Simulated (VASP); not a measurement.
# Hg (R-3m) in VASP: notebook

The runs below take Hg through single point, relaxation of cell and atoms, with LDA.

Everything below comes from runs of VASP 6.6.1. Logs are shortened: lines on timing, memory, paths and dates and some standing lists are left out, and cuts for length are marked.

### 1 The cell of the first run

The structure is trigonal, space group R-3m (No. 166). The conventional cell has a = 3.493 Å, b = 3.493 Å, c = 6.444 Å, α = 90.00°, β = 90.00°, γ = 120.00°. Hg (site symmetry -3m) has 12 Hg at 2.95 to 3.49 Å within 3.9 Å.

### 2 Single point, LDA

File INCAR:

```
  PREC = Accurate
  ENCUT = 500
  EDIFF = 1E-6
  ISMEAR = -1
  SIGMA = 0.01
  LREAL = F
  LASPH = T
  NELM = 120
  ALGO = Normal
  ISIF = 2
  LWAVE = F
  LCHARG = T
  GGA = CA
  LELF = T
  LVHAR = T
  NBANDS = 16
  GGA_COMPAT = F
```

File KPOINTS:

```
regular mesh
0
Gamma
  11 11 11
```

File POSCAR:

```
Hg
1.0
    1.7463233735      1.0082402698      2.1478810803
   -1.7463233735      1.0082402698      2.1478810803
    0.0000000000     -2.0164805396      2.1478810803
Hg
1
Direct
    0.0000000000      1.0000000000      0.0000000000
```

Potentials or basis: VASP PAW LDA potentials, release 64 (Hg_sv_GW).

On the command line:

```bash
$ cat potpaw_LDA.64/Hg_sv_GW/POTCAR > POTCAR
$ mpirun -np 1 vasp_std > vasp.out
```

OUTCAR:

```text
PREC = Accurate
   ENCUT = 500
   EDIFF = 1E-6
   ISMEAR = -1
   LREAL = F
   LASPH = T
   NELM = 120
   ISIF = 2
   GGA = CA

 ion  position               nearest neighbor table
   1  0.000  0.000  0.000-

  LATTYP: Found a trigonal (rhomboedric) cell.
 ALAT       =     2.9461138643
 COS(alpha) =     0.2972833017

  Lattice vectors:

 A1 = (   1.7463233735,   1.0082402698,   2.1478810803)
 A2 = (  -1.7463233735,   1.0082402698,   2.1478810803)
 A3 = (   0.0000000000,  -2.0164805396,   2.1478810803)

Analysis of symmetry for initial positions (statically):
=====================================================================
 Subroutine PRICEL returns:
 Original cell was already a primitive cell.

 Routine SETGRP: Setting up the symmetry group for a
 trigonal (rhombohedral) supercell.

 Subroutine GETGRP returns: Found 12 space group operations
 (whereof 12 operations were pure point group operations)
 out of a pool of 12 trial point group operations.

The static configuration has the point symmetry D_3d.

Analysis of symmetry for dynamics (positions and initial velocities):
=====================================================================
 Subroutine PRICEL returns:
 Original cell was already a primitive cell.

 Routine SETGRP: Setting up the symmetry group for a
 trigonal (rhombohedral) supercell.

 Subroutine GETGRP returns: Found 12 space group operations
 (whereof 12 operations were pure point group operations)
 out of a pool of 12 trial point group operations.

The dynamic configuration has the point symmetry D_3d.

 Subroutine INISYM returns: Found 12 space group operations
 (whereof 12 operations are pure point group operations),
 and found     1 'primitive' translations

----------------------------------------------------------------------------------------

                                     Primitive cell

  volume of cell :      22.6908

  direct lattice vectors                    reciprocal lattice vectors
     1.746323374  1.008240270  2.147881080     0.286315815  0.165304513  0.155191708
    -1.746323374  1.008240270  2.147881080    -0.286315815  0.165304513  0.155191708
     0.000000000 -2.016480540  2.147881080     0.000000000 -0.330609026  0.155191708

  length of vectors
     2.946113864  2.946113864  2.946113864     0.365221569  0.365221569  0.365221569

  position of ions in fractional coordinates (direct lattice)
     0.000000000  0.000000000  0.000000000

  ion indices of the primitive-cell ions
   primitive index   ion index
                 1           1

----------------------------------------------------------------------------------------

 KPOINTS: regular mesh

Automatic generation of k-mesh.
 Grid dimensions read from file:
 generate k-points for:   11   11   11

 Generating k-lattice:

  Cartesian coordinates                     Fractional coordinates (reciprocal lattice)
     0.026028710  0.015027683  0.014108337     0.090909091  0.000000000  0.000000000
    -0.026028710  0.015027683  0.014108337     0.000000000  0.090909091  0.000000000
     0.000000000 -0.030055366  0.014108337     0.000000000  0.000000000  0.090909091

  Length of vectors
     0.033201961  0.033201961  0.033201961

  Shift w.r.t. Gamma in fractional coordinates (k-lattice)
     0.000000000  0.000000000  0.000000000

 Subroutine IBZKPT returns following result:
 ===========================================

 Found    146 irreducible k-points:

 Following reciprocal coordinates:
            Coordinates               Weight
  0.000000  0.000000  0.000000      1.000000
  0.090909  0.000000 -0.000000      6.000000
  0.181818 -0.000000 -0.000000      6.000000
  0.272727  0.000000 -0.000000      6.000000
  0.363636 -0.000000 -0.000000      6.000000
  0.454545  0.000000 -0.000000      6.000000
[... 16 lines left out ...]
 -0.272727  0.181818  0.000000     12.000000
 -0.181818  0.181818  0.000000      6.000000
 [... further k-points ...]
   k-points           NKPTS =    146   k-points in BZ     NKDIM =    146   number of bands    NBANDS=     16
   number of dos      NEDOS =    301   number of ions     NIONS =      1
   total plane-waves  NPLWV =  13824
   dimension x,y,z NGX =    24 NGY =   24 NGZ =   24
   dimension x,y,z NGXF=    48 NGYF=   48 NGZF=   48
   ions per type =               1
   NGX,Y,Z   is equivalent  to a cutoff of  13.54, 13.54, 13.54 a.u.
   NGXF,Y,Z  is equivalent  to a cutoff of  27.09, 27.09, 27.09 a.u.
 SYSTEM =  unknown system
   PREC   = accura    normal or accurate (medium, high low for compatibility)
   ISTART =      0    job   : 0-new  1-cont  2-samecut
   ICHARG =      2    charge: 1-file 2-atom 10-const
   ISPIN  =      1    spin polarized calculation?
   LNONCOLLINEAR =      F non collinear calculations
   LSORBIT =      F    spin-orbit coupling
   LASPH  =      T    aspherical Exc in radial PAW
   ENCUT  =  500.0 eV  36.75 Ry    6.06 a.u.   5.37  5.37  5.37*2*pi/ulx,y,z
   NELM   =    120;   NELMIN=  2; NELMDL= -5     # of ELM steps
   EDIFF  = 0.1E-05   stopping-criterion for ELM
   LREAL  =      F    real-space projection
   EDIFFG = 0.1E-04   stopping-criterion for IOM
   NSW    =      0    number of steps for IOM
   IBRION =     -1    ionic relax: 0-MD 1-quasi-New 2-CG
   NFREE  =      0    steps in history (QN), initial steepest desc. (CG)
   ISIF   =      2    stress and relaxation
   ISYM   =      2    0-nonsym 1-usesym 2-fastsym
   POTIM  = 0.5000    time-step for ionic-motion
   TEBEG  =    0.0;   TEEND  =   0.0 temperature during run
   PSTRESS=    0.0 pullay stress
   NELECT =      20.0000    total number of electrons
   NUPDOWN=      -1.0000    fix difference up-down
   EMIN   =  10.00;   EMAX   =-10.00  energy-range for DOS
   EFERMI =   0.00;   METHOD = LEGACY
   ISMEAR =    -1;   SIGMA  =   0.01  broadening in eV -4-tet -1-fermi 0-gaus
   EFERMI_NEDOS =   21; number of points for ismear=-14 and -15
   IALGO  =     38    algorithm
   IMIX   =      4    mixing-type and parameters
     AMIX     =   0.40;   BMIX     =  1.00
     AMIX_MAG =   1.60;   BMIX_MAG =  1.00
  volume/ion in A,a.u.               =      22.69       153.13
  Fermi-wavevector in a.u.,A,eV,Ry     =   1.569645  2.966199 33.521835  2.463785
  Thomas-Fermi vector in A             =   2.671497
   LORBIT       =      0    0 simple, 1 ext, 2 COOP (PROOUT), +10 PAW based schemes
   GGA     = CA    functional components
   LHFCALC =     F    Hartree Fock is set to
   AEXX    =    0.0000 exact exchange contribution
   IVDW    =     0    specifies the selected vdW correction
   LEPSILON=     F    determine dielectric tensor
   LRPA    =     F    only Hartree local field effects (RPA)
 non-spin polarized calculation
  energy-cutoff  :      500.00
  volume of cell :       22.69
 maximum number of plane-waves:       596
 NGX is ok and might be reduce to    24
   NGX = 11   NGY = 11   NGZ = 11

 number of electron      19.9999992 magnetization

 Free energy of the ion-electron system (eV)
  ---------------------------------------------------
  ext. energy  EPLUGINS =         0.00000000
  ---------------------------------------------------
  free energy    TOTEN  =        -0.97979976 eV

  energy without entropy =       -0.97957385  energy(sigma->0) =       -0.97968681

 E-fermi :   6.0333     XC(G=0): -11.9128

 val. band max:        6.0234081180   @ k =  -0.1818   0.4545   0.0909
 cond. band min:       6.2186467471   @ k =  -0.4545   0.2727   0.0000
 fundamental gap:      0.1952386291
 Fermi energy:         6.0333329960

 k-point     1 :       0.0000    0.0000    0.0000
  band No.  band energies     occupation
      1    -108.4461      2.00000
      2     -57.0318      2.00000
      3     -57.0269      2.00000
      4     -57.0269      2.00000
      5      -3.3886      2.00000
      6      -1.8462      2.00000
[... 8 lines left out ...]
     15      24.5622      0.00000
     16      24.5622      0.00000

 k-point     2 :       0.0909    0.0000   -0.0000
  band No.  band energies     occupation
      1    -108.4459      2.00000
      2     -57.0352      2.00000
      3     -57.0285      2.00000
      4     -57.0267      2.00000
      5      -3.2026      2.00000
      6      -1.8332      2.00000
[... 8 lines left out ...]
     15      24.2082      0.00000
     16      25.2113      0.00000

 k-point     3 :       0.1818   -0.0000   -0.0000
  band No.  band energies     occupation
      1    -108.4455      2.00000
      2     -57.0481      2.00000
      3     -57.0290      2.00000
      4     -57.0261      2.00000
      5      -2.7583      2.00000
      6      -1.8067      2.00000
[... 8 lines left out ...]
     15      23.8486      0.00000
     16      25.5134      0.00000

 k-point     4 :       0.2727    0.0000   -0.0000
  band No.  band energies     occupation
      1    -108.4449      2.00000
      2     -57.0664      2.00000
      3     -57.0284      2.00000
      4     -57.0253      2.00000
      5      -2.4275      2.00000
      6      -1.7943      2.00000
[... 8 lines left out ...]
     15      23.9407      0.00000
     16      24.8052      0.00000

 k-point     5 :       0.3636   -0.0000   -0.0000
  band No.  band energies     occupation
      1    -108.4445      2.00000
      2     -57.0829      2.00000
      3     -57.0282      2.00000
      4     -57.0250      2.00000
      5      -2.3368      2.00000
      6      -1.8083      2.00000
[... 8 lines left out ...]
     15      24.0054      0.00000
     16      24.1493      0.00000

 k-point     6 :       0.4545    0.0000   -0.0000
  band No.  band energies     occupation
      1    -108.4442      2.00000
      2     -57.0931      2.00000
      3     -57.0280      2.00000
      4     -57.0247      2.00000
      5      -2.3317      2.00000
      6      -1.8283      2.00000
[... 8 lines left out ...]
     15      23.9921      0.00000
     16      24.8838      0.00000

 k-point     7 :       0.0909    0.0909   -0.0000
  band No.  band energies     occupation
      1    -108.4458      2.00000
      2     -57.0372      2.00000
      3     -57.0299      2.00000
      4     -57.0276      2.00000
      5      -3.0868      2.00000
      6      -1.8110      2.00000
[... 8 lines left out ...]
     15      24.4306      0.00000
     16      25.0373      0.00000

 k-point     8 :       0.1818    0.0909   -0.0000
  band No.  band energies     occupation
      1    -108.4454      2.00000
      2     -57.0483      2.00000
      3     -57.0315      2.00000
      4     -57.0272      2.00000
      5      -2.6803      2.00000
      6      -1.7639      2.00000
[... 8 lines left out ...]
     15      24.4443      0.00000
     16      25.6205      0.00000

 k-point     9 :       0.2727    0.0909   -0.0000
  band No.  band energies     occupation
      1    -108.4448      2.00000
      2     -57.0661      2.00000
      3     -57.0315      2.00000
      4     -57.0264      2.00000
      5      -2.3224      2.00000
      6      -1.7156      2.00000
[... 8 lines left out ...]
     15      24.5067      0.00000
     16      25.1860      0.00000
[... 172 lines left out ...]
 k-point    19 :       0.3636    0.1818   -0.0000
  band No.  band energies     occupation
      1    -108.4439      2.00000
      2     -57.0829      2.00000
      3     -57.0410      2.00000
      4     -57.0258      2.00000
      5      -2.0872      2.00000
      6      -1.2871      2.00000
[... 8 lines left out ...]
     15      23.4595      0.00000
     16      25.6083      0.00000

 k-point    20 :       0.4545    0.1818   -0.0000
  band No.  band energies     occupation
      1    -108.4436      2.00000
      2     -57.0930      2.00000
      3     -57.0417      2.00000
      4     -57.0254      2.00000
      5      -2.0888      2.00000
      6      -1.4252      2.00000
[... 8 lines left out ...]
     15      22.9355      0.00000
     16      25.5229      0.00000

 k-point    21 :      -0.4545    0.1818    0.0000
  band No.  band energies     occupation
      1    -108.4436      2.00000
      2     -57.0932      2.00000
      3     -57.0428      2.00000
      4     -57.0251      2.00000
      5      -2.0721      2.00000
      6      -1.5009      2.00000
[... 8 lines left out ...]
     15      24.0470      0.00000
     16      25.4503      0.00000

 k-point    22 :      -0.3636    0.1818    0.0000
  band No.  band energies     occupation
      1    -108.4439      2.00000
      2     -57.0838      2.00000
      3     -57.0440      2.00000
      4     -57.0254      2.00000
      5      -2.0321      2.00000
      6      -1.5104      2.00000
[... 8 lines left out ...]
     15      24.3486      0.00000
     16      25.4733      0.00000

 k-point    23 :      -0.2727    0.1818    0.0000
  band No.  band energies     occupation
      1    -108.4444      2.00000
      2     -57.0681      2.00000
      3     -57.0449      2.00000
      4     -57.0257      2.00000
      5      -2.0100      2.00000
      6      -1.4926      2.00000
[... 8 lines left out ...]
     15      23.0685      0.00000
     16      25.6373      0.00000

 k-point    24 :      -0.1818    0.1818    0.0000
  band No.  band energies     occupation
      1    -108.4449      2.00000
      2     -57.0527      2.00000
      3     -57.0429      2.00000
      4     -57.0260      2.00000
      5      -2.1142      2.00000
      6      -1.5341      2.00000
[... 8 lines left out ...]
     15      24.1173      0.00000
     16      25.6897      0.00000

 [... further k-points ...]

------------------------ aborting loop because EDIFF is reached ----------------------------------------

  FORCE on cell =-STRESS in cart. coord.  units (eV):
  Direction    XX          YY          ZZ          XY          YZ          ZX
  --------------------------------------------------------------------------------------
  -------------------------------------------------------------------------------------
  Total       -0.1560227     -0.1560227     -0.0868732     -0.0000000      0.0000000      0.0000000
  in kB      -11.0166119    -11.0166119     -6.1340327     -0.0000000      0.0000000      0.0000000
  external PRESSURE =      -9.3890855 kB  Pullay stress =       0.0000000 kB

 VOLUME and BASIS-vectors are now :
 -----------------------------------------------------------------------------
  energy-cutoff  :      500.00
  volume of cell :       22.69
      direct lattice vectors                 reciprocal lattice vectors
     1.746323374  1.008240270  2.147881080     0.286315815  0.165304513  0.155191708
    -1.746323374  1.008240270  2.147881080    -0.286315815  0.165304513  0.155191708
     0.000000000 -2.016480540  2.147881080     0.000000000 -0.330609026  0.155191708

 POSITION                                       TOTAL-FORCE (eV/Angst)
 -----------------------------------------------------------------------------------
      0.00000      0.00000      0.00000        -0.000000     -0.000000     -0.000000
 -----------------------------------------------------------------------------------
    total drift:                                0.000000     -0.000000      0.000000

  FREE ENERGIE OF THE ION-ELECTRON SYSTEM (eV)
  ---------------------------------------------------
  free  energy   TOTEN  =        -0.9797997636 eV

  energy  without entropy=       -0.9795738515  energy(sigma->0) =       -0.97968681
```

Run time: 17 s. Hardware: 1 thread of Intel Xeon Platinum 8488C (Sapphire Rapids), shared host; peak memory 0.18 GiB.

What came out:

```
Free energy            : -0.9798 eV
Pressure               : -0.9 GPa
Band gap on the k mesh : zero (band 10 reaches 7.34 eV, above the bottom of band 11 at 4.59 eV)
```

Stress tensor (GPa, compression positive):
```
-1.10  0.00  0.00
 0.00 -1.10  0.00
 0.00  0.00 -0.61
```

Caveat: spin-orbit coupling is left out, which moves the levels of the heavy elements.

### 3 Single point, LDA

File INCAR:

```
ALGO = Normal
EDIFF = 1E-6
ENCUT = 520
ISIF = 2
ISMEAR = -1
LASPH = True
LCHARG = False
LREAL = False
LWAVE = False
NBANDS = 12
NELM = 60
PREC = Accurate
SIGMA = 0.1
```

File KPOINTS:

```
k-points
0
Gamma
  11 11 11
```

File POSCAR:

```
Hg
1.0
    1.7463233831      1.0082402753      2.1478810688
   -1.7463233831      1.0082402753      2.1478810688
    0.0000000000     -2.0164805507      2.1478810688
Hg
1
Direct
    0.0000000000      1.0000000000      0.0000000000
```

Potentials or basis: VASP PAW LDA potentials, release 64 (Hg).

On the command line:

```bash
$ cat potpaw_LDA.64/Hg/POTCAR > POTCAR
$ mpirun -np 1 vasp_std > vasp.out
```

It took 15 s on 1 thread of Intel Xeon Platinum 8375C at 2.90GHz (Ice Lake), shared host; peak memory 0.15 GiB.

The run converged. Its results:

```yaml
Free_energy: -0.9713 eV
Pressure: 0.7 GPa
Band_gap_on_the_k_mesh: zero (band 6 reaches 4.07 eV, above the bottom of band 7 at 1.30 eV)
```

Stress tensor (GPa, compression positive):
```
0.59 0.00 0.00
0.00 0.59 0.00
0.00 0.00 1.04
```

Levels at points of the mesh, in eV from the Fermi level:
```
           k point  band 2  band 3  band 4  band 5  band 6  band 7  band 8  band 9  band 10  band 11
(0.00, 0.00, 0.00)   -8.00   -8.00   -6.32   -6.20   -6.20   12.04   12.46   12.46    17.10    18.43
```

Caveat: spin-orbit coupling is left out, which moves the levels of the heavy elements.

(Continued in part 2 of 2.)
